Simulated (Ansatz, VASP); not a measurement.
**Two plane-wave programs on GaN**

```
CELL_PARAMETERS angstrom
0.00000 2.25350 2.25350
2.25350 0.00000 2.25350
2.25350 2.25350 0.00000
ATOMIC_POSITIONS crystal
Ga 0.00000 0.00000 0.00000
N 0.75000 0.75000 0.75000
```

Alike in both runs: task relaxation of cell and atoms; functional r2SCAN; dispersion rVV10; k mesh 8 × 8 × 8; no spin polarisation.

|  | VASP | Ansatz |
| --- | --- | --- |
| version | VASP 6.6.1 | Ansatz 0.2.0 |
| potentials or method | VASP PAW PBE potentials, release 64 (Ga_d, N), cutoff 600 eV | plane waves, PAW |
| occupations | methfessel-paxton of order 1, width 0.02 eV | cold, width 0.02 eV |
| valence electrons in the cell | 18 | 18 |

|  | VASP | Ansatz | Ansatz less VASP |
| --- | --- | --- | --- |
| relaxed volume (Å³/atom) | 11.36 | 11.30 | -0.058 |
| relaxed cell length with the largest relative difference (Å) | 3.179 | 3.174 | -0.0054 |

VASP's potentials were made for PBE, not for r2SCAN.
